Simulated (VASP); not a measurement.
Set up this calculation in VASP 6.6.1, as the native input.

```
Task                   : single point
Functional             : PBE
Potentials or basis    : VASP PAW PBE potentials, release 64 (Ca_sv, O)
Cutoff                 : 520 eV
k mesh                 : 8 × 8 × 8
Occupations            : gaussian, width 0.05 eV
Spin                   : no spin polarisation
Dipole correction      : no
Further INCAR settings : ALGO = Normal; EDIFF = 1e-06; NBANDS = 15
```

The structure of CaO lies in POSCAR:

```
CaO
1.0
    0.0000000000      2.5224700000      2.5224700000
    2.5224700000      0.0000000000      2.5224700000
    2.5224700000      2.5224700000      0.0000000000
Ca O
1 1
Direct
    0.0000000000      0.0000000000      0.0000000000
    0.5000000000      0.5000000000      0.5000000000
```

This cell differs from its parent crystal: strain +0.030 along x and y, +0.030 along z.

One way to write it, as run:

INCAR

```
ALGO = Normal ; EDIFF = 1E-6
ENCUT = 520 ; GGA = PE
ISIF = 2 ; ISMEAR = 0
LASPH = True ; LCHARG = False
LREAL = False ; LWAVE = False
NBANDS = 15 ; NELM = 80
PREC = Accurate ; SIGMA = 0.05
```

KPOINTS

```
k-points
0
Gamma
  8 8 8
```

Potentials or basis: VASP PAW PBE potentials, release 64 (Ca_sv, O).

The run is started by

```console
$ cat potpaw_PBE.64/Ca_sv/POTCAR potpaw_PBE.64/O/POTCAR > POTCAR
$ mpirun -np 1 vasp_std > vasp.out
```

It gave:

- Pressure: -10.0 GPa
- Band gap on the k mesh: 3.63 eV, indirect (the least direct gap lies 5.0 meV higher)

Caveat: the cell differs from its parent crystal (strain +0.030 along x and y, +0.030 along z).

Run time: 19 s on 1 thread of AMD EPYC 7R43 64-Core Processor (Zen 3), with other jobs on the host, peak memory 0.12 GiB.
